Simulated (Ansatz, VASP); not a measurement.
## Sb2Te4Au: VASP beside Ansatz

File POSCAR:

```
Sb2Te4Au
1.0
    0.0000000000      6.3409920000      0.0000000000
    6.3409920000      0.0000000000      0.0000000000
    3.1704960000      3.1704960000     -6.1453400000
Au Sb Te
1 2 4
Direct
    0.0000000000      0.0000000000      0.0000000000
    0.7500000000      0.2500000000      0.5000000000
    0.5000000000      0.5000000000      0.0000000000
    0.3950000000      0.4050000000      0.7300000000
    0.5950000000      0.1250000000      0.2700000000
    0.8750000000      0.8650000000      0.7300000000
    0.1350000000      0.6050000000      0.2700000000
```

The input INCAR.step1:

```
PREC = Accurate ; ENCUT = 520
EDIFF = 1E-5 ; ISMEAR = -1
SIGMA = 0.1 ; LREAL = F
LASPH = T ; NELM = 60
ALGO = Normal ; ISIF = 2
LWAVE = T ; NBANDS = 32
GGA = PE
```

File INCAR.step2:

```
PREC = Accurate ; ENCUT = 520
EDIFF = 1E-7 ; ISMEAR = -1
SIGMA = 0.1 ; LREAL = F
LASPH = T ; NELM = 60
ALGO = Normal ; ISIF = 2
LWAVE = F ; LCHARG = T
GGA = PE ; LHFCALC = T
HFSCREEN = 0.2079 ; PRECFOCK = Fast
LELF = T ; LVHAR = T
NBANDS = 32 ; ISTART = 1
```

Contents of KPOINTS:

```
Automatic mesh
0
Gamma
  2 2 2
```

Input for Ansatz:

```yaml
crystal:
  lattice:
    - [0.0, 6.340992, 0.0]
    - [6.340992, 0.0, 0.0]
    - [3.170496, 3.170496, -6.14534]
  atoms:
    - { symbol: Au, position: [0.0, 0.0, 0.0] }
    - { symbol: Sb, position: [0.75, 0.25, 0.5] }
    - { symbol: Sb, position: [0.5, 0.5, 0.0] }
    - { symbol: Te, position: [0.395, 0.405, 0.73] }
    - { symbol: Te, position: [0.595, 0.125, 0.27] }
    - { symbol: Te, position: [0.875, 0.865, 0.73] }
    - { symbol: Te, position: [0.135, 0.605, 0.27] }
kpoints:
  mp_grid: { grid: [2, 2, 2], shift: [0, 0, 0] }
magnetization:
  spin_polarized: false
scf:
  occupations: { method: fermi_dirac }
hamiltonian:
  pseudopotentials: { kind: paw }
  xc: hse06
basis:
  ecutwfc: 420
  fft_grid_basis: typed
output:
  forces: true
  stress: true
  eigenvalues: true
  bader: true
  populations: true
  elf: true
  write_potential: true
  volumetric_format: npy
  dos:
    e_range: [-12, 8]
    de: 0.05
    projected: { site_lists: { Au: [Au], Sb: [Sb], Te: [Te] } }
    method: { smearing: { sigma: 0.1, scheme: gaussian } }
```

Alike in both runs: task single point; functional HSE06; k mesh 2 × 2 × 2; no spin polarisation.

```csv
,VASP,Ansatz
version,VASP 6.6.1,Ansatz 0.2.0
potentials or method,"VASP PAW PBE potentials, release 64 (Au, Sb, Te), cutoff 520 eV",PAW plane waves
occupations,"fermi-dirac, width 0.1 eV",fermi-dirac
valence electrons in the cell,45,113
```

|  | VASP | Ansatz | Ansatz less VASP |
| --- | --- | --- | --- |
| pressure (GPa) | 7.0 | 7.6 | +0.52 |
| traceless stress, the component that is largest in VASP (GPa) | 1.17 | 1.17 | -0.001 |
| rms of the force components (eV/Å) | 0.930 | 0.972 | +0.0423 |

Atom by atom the forces differ by 0.043 eV/Å (rms over components). VASP's potentials hold 45 valence electrons a cell and Ansatz's 113, so a difference there can come from the potentials and not from the codes. Ansatz's warnings: filled band counts differ across k points, stress exchange threshold loose, stress scf threshold loose.

The k mesh is coarse, so the values compare programs but aren't converged. Neither program's run includes spin-orbit coupling.
